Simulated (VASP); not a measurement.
A run of VASP 6.6.1 is set up as follows.

File POSCAR:

```
In
1.0
   -1.6159712126      1.6159712126      2.5269203845
    1.6159712126     -1.6159712126      2.5269203845
    1.6159712126      1.6159712126     -2.5269203845
In
1
Direct
    0.0000000000      0.0000000000      0.0000000000
```

INCAR.step1

```
PREC = Accurate ; ENCUT = 520
EDIFF = 1E-5 ; ISMEAR = -1
SIGMA = 0.05 ; LREAL = F
LASPH = T ; NELM = 80
ALGO = Normal ; ISIF = 2
LWAVE = T ; LCHARG = F
NBANDS = 12 ; GGA = PE
```

The input INCAR.step2:

```
PREC = Accurate ; ENCUT = 520
EDIFF = 1E-6 ; ISMEAR = -1
SIGMA = 0.05 ; LREAL = F
LASPH = T ; NELM = 80
ALGO = Normal ; ISIF = 2
LWAVE = F ; LCHARG = F
GGA = PE ; LHFCALC = T
AEXX = 0.25 ; PRECFOCK = Normal
NBANDS = 12 ; ISTART = 1
```

File KPOINTS:

```
regular mesh
0
Gamma
  6 6 6
```

Potentials or basis: VASP PAW PBE potentials, release 64 (In_d).

Launch:

```bash
$ cat potpaw_PBE.64/In_d/POTCAR > POTCAR
$ cp INCAR.step1 INCAR
$ mpirun -np 1 vasp_std > vasp.out
$ cp INCAR.step2 INCAR
$ mpirun -np 1 vasp_std > vasp.out
```

(1) What does it give for the band gap on the k mesh?

(2) Estimate the pressure.

Answers

(1) zero (an odd number of electrons rules out a gap without spin polarisation).

(2) -0.2 GPa.

Caveat: the k points lie up to 0.38 Å⁻¹ apart, too coarse for converged energies and pressures of a metal; the PAW data sets were made with another functional, which shifts forces and pressure a little; spin-orbit coupling is left out, which moves the levels of the heavy elements.
